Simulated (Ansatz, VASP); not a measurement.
# Ti in VASP and in Ansatz

File INCAR:

```
PREC     = Accurate       # precision mode
ENCUT    = 500            # plane-wave cutoff, eV
EDIFF    = 1E-6           # SCF threshold, eV
ISMEAR   = -1             # smearing method
SIGMA    = 0.05           # smearing width, eV
LREAL    = F              # projectors in reciprocal space
LASPH    = T              # aspherical terms in the spheres
NELM     = 120            # most SCF steps
ALGO     = Normal         # electronic algorithm
ISIF     = 2              # what is computed and relaxed
LWAVE    = F              # write WAVECAR
LCHARG   = F              # write CHGCAR
GGA      = PS             # functional
NBANDS   = 12             # bands
GGA_COMPAT= F
```

Contents of KPOINTS:

```
regular mesh
0
Gamma
  11 11 11
```

The input POSCAR:

```
Ti
1.0
    0.0000000000      1.9488000000      2.0300000000
    1.9488000000      0.0000000000      2.0300000000
    1.9488000000      1.9488000000      0.0000000000
Ti
1
Direct
    0.0000000000      0.0000000000      0.0000000000
```

The input input.yaml:

```yaml
crystal:
  lattice:
    - [0.0, 1.9488, 2.03]
    - [1.9488, 0.0, 2.03]
    - [1.9488, 1.9488, 0.0]
  atoms:
    - { symbol: Ti, position: [0.0, 0.0, 0.0] }
kpoints:
  mp_grid: { grid: [11, 11, 11] }
scf:
  occupations: { method: fermi_dirac, width: 0.05 }
hamiltonian:
  xc: pbesol
  pseudopotentials: { kind: all_electron, lapw: { basis_error: 0.001 } }
output:
  forces: true
  stress: true
  eigenvalues: true
```

Change from the starting cell: strain_xy = -0.04.

Alike in both runs: task single point; functional PBEsol; k mesh 11 × 11 × 11; occupations fermi-dirac, width 0.05 eV; no spin polarisation.

|  | VASP | Ansatz |
| --- | --- | --- |
| version | VASP 6.6.1 | Ansatz 0.2.0 |
| potentials or method | VASP PAW PBE potentials, release 64 (Ti_sv), cutoff 500 eV | all-electron LAPW, scalar-relativistic |

|  | VASP | Ansatz | Ansatz less VASP |
| --- | --- | --- | --- |
| gap on the k mesh at the Fermi level (eV) | none | none | - |
| pressure (GPa) | 9.6 | 10.1 | +0.46 |
| traceless stress, the component that is largest in VASP (GPa) | -2.00 | -1.98 | +0.021 |

VASP's potentials were made for PBE, not for PBEsol. A gap of «none» marks a metal or a gap that the smearing closes. Ansatz ran all-electron here, and VASP with PAW potentials.
